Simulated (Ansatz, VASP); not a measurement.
**One calculation of Al3GaN4, two programs**

```
CELL_PARAMETERS angstrom
4.37022 0.00000 0.00000
0.00000 4.37022 0.00000
0.00000 0.00000 4.37022
ATOMIC_POSITIONS crystal
Al 0.50000 0.50000 0.00000
Al 0.50000 0.00000 0.50000
Al 0.00000 0.50000 0.50000
Ga 0.00000 0.00000 0.00000
N 0.74489 0.74489 0.25511
N 0.74489 0.25511 0.74489
N 0.25511 0.74489 0.74489
N 0.25511 0.25511 0.25511
```

Alike in both runs: functional LDA; k mesh 6 × 6 × 6; occupations gaussian, width 0.02 eV; no spin polarisation.

Ansatz relaxed the structure, and its values are those at the end. VASP's run is a single point on that final structure, the one shown.

```csv
,VASP,Ansatz
version,VASP 6.6.1,Ansatz 0.2.0
potentials or method,"VASP PAW LDA potentials, release 64 (Al, Ga_d, N), cutoff 520 eV","scalar-relativistic, plane waves, PAW"
valence electrons in the cell,42,42
```

VASP gave:

```
gap on the k mesh at the Fermi level (eV) : 3.36
least direct gap on the mesh (eV)         : 3.36
pressure (GPa)                            : 0.7
rms of the force components (eV/Å)        : 0.010
```

Question: Which values does Ansatz return?

Answer: gap on the k mesh at the Fermi level (eV): 3.38; least direct gap on the mesh (eV): 3.38; pressure (GPa): 0.0; rms of the force components (eV/Å): 0.000.

LDA's correlation is that of Perdew and Zunger in VASP and of Perdew and Wang (1992) in Ansatz.
